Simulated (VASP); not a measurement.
The system is Pt.

```xyz
2
Lattice="2.7080 0.0000 0.0000 -1.3540 2.3452 0.0000 0.0000 0.0000 4.6782" Properties=species:S:1:pos:R:3 pbc="T T T"
Pt    1.3723    1.0209    3.5536
Pt   -0.0183    1.3243    1.1246
```

This cell differs from its parent crystal: all atoms moved at random, sigma 0.25 Å a component.

```yaml
Program: VASP 6.6.1
Task: relaxation of cell and atoms
Functional: LDA
Potentials_or_basis: VASP PAW LDA potentials, release 64 (Pt)
Cutoff: 600 eV
k_mesh: 12 × 12 × 8
Occupations: gaussian, width 0.15 eV
Spin: no spin polarisation
```

At the start: pressure 3.0 GPa; volume 14.85 Å³/atom.

Question: Where does the relaxation end?

Answer: Over 35 steps the energy falls by 49.2 meV/atom and the volume is 14.96 Å³/atom (+0.7 %); space group I4/mmm (No. 139, to 0.05 Å).

The path:
| step | energy change (eV) | largest force (eV/Å) | pressure (GPa) | volume (Å³) |
| --- | --- | --- | --- | --- |
| 1 | 0.0000 | 1.2690 | 3.03 | 29.71 |
| 2 | -0.0247 | 0.4052 | -9.20 | 30.93 |
| 3 | -0.0499 | 0.3266 | -4.83 | 30.39 |
| 4 | -0.0240 | 0.7173 | 10.23 | 29.03 |
| 5 | -0.0626 | 0.2237 | 0.17 | 29.87 |
| 6 | -0.0667 | 0.2073 | 0.30 | 29.87 |
| 7 | -0.0736 | 0.1778 | 0.62 | 29.85 |
| 8 | -0.0715 | 0.1538 | 1.65 | 29.80 |
| 9 | -0.0756 | 0.1690 | 0.94 | 29.83 |
| 10 | -0.0775 | 0.1556 | 0.58 | 29.86 |
| 11 | -0.0822 | 0.1462 | -0.37 | 29.96 |
| 12 | -0.0874 | 0.1385 | -2.39 | 30.17 |
| 13 | -0.0919 | 0.1336 | -0.77 | 30.01 |
| 14 | -0.0936 | 0.1295 | 0.45 | 29.88 |
| 15 | -0.0937 | 0.1293 | 0.93 | 29.84 |
| 16 | -0.0949 | 0.1158 | 0.57 | 29.87 |
| 17 | -0.0957 | 0.1028 | 0.19 | 29.91 |
| 18 | -0.0956 | 0.0853 | -0.62 | 29.98 |
| 19 | -0.0959 | 0.0964 | -0.18 | 29.94 |
| 20 | -0.0970 | 0.0768 | -0.09 | 29.93 |
| 21 | -0.0975 | 0.0683 | -0.01 | 29.92 |
| 22 | -0.0974 | 0.0559 | 0.15 | 29.90 |
| 23 | -0.0977 | 0.0696 | 0.05 | 29.91 |
| 24 | -0.0976 | 0.0597 | 0.08 | 29.91 |
| 25 | -0.0977 | 0.0652 | 0.07 | 29.91 |
| 26 | -0.0982 | 0.0366 | -0.04 | 29.92 |
| 27 | -0.0984 | 0.0235 | -0.11 | 29.93 |
| 28 | -0.0984 | 0.0227 | -0.23 | 29.94 |
| 29 | -0.0984 | 0.0201 | -0.15 | 29.93 |
| 30 | -0.0984 | 0.0148 | -0.19 | 29.94 |
| 31 | -0.0984 | 0.0160 | -0.18 | 29.94 |
| 32 | -0.0984 | 0.0078 | 0.34 | 29.89 |
| 33 | -0.0985 | 0.0127 | 0.15 | 29.91 |
| 34 | -0.0985 | 0.0056 | -0.06 | 29.92 |
| 35 | -0.0985 | 0.0084 | -0.01 | 29.92 |

Final structure:
```
Pt
1.0
     2.68596    0.00005   -0.00036
    -1.34309    2.35449   -0.00319
    -0.00034   -0.00650    4.73075
Pt
2
Direct
  0.75026 0.50113 0.75001
  0.24974 0.49887 0.24999
```

Caveat: the cell differs from its parent crystal (all atoms moved at random, sigma 0.25 Å a component).
